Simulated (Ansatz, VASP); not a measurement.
# CsI: VASP beside Ansatz

```
Cs I
1.0
     4.66521    0.00000    0.00000
     0.00000    4.66521    0.00000
     0.00000    0.00000    4.66521
Cs I
1 1
Direct
  0.00000 0.00000 0.00000
  0.50000 0.50000 0.50000
```

Alike in both runs: functional PBE; k mesh 6 × 6 × 6; occupations gaussian, width 0.02 eV; no spin polarisation.

Ansatz relaxed the structure, and its values are those at the end. VASP's run is a single point on that final structure, the one shown.

|  | VASP | Ansatz |
| --- | --- | --- |
| version | VASP 6.6.1 | Ansatz 0.2.0 |
| potentials or method | VASP PAW PBE potentials, release 64 (Cs_sv, I), cutoff 500 eV | scalar-relativistic, plane waves, PAW |
| valence electrons in the cell | 16 | 26 |

|  | VASP | Ansatz | Ansatz less VASP |
| --- | --- | --- | --- |
| gap on the k mesh at the Fermi level (eV) | 3.68 | 3.69 | +0.012 |
| least direct gap on the mesh (eV) | 3.77 | 3.78 | +0.009 |
| pressure (GPa) | 0.0 | 0.0 | -0.03 |

The functional is the same, so the differences come from potentials, cutoffs and numerics. VASP's potentials hold 16 valence electrons a cell and Ansatz's 26, so a difference there can come from the potentials and not from the codes.

Spin-orbit coupling is off throughout.
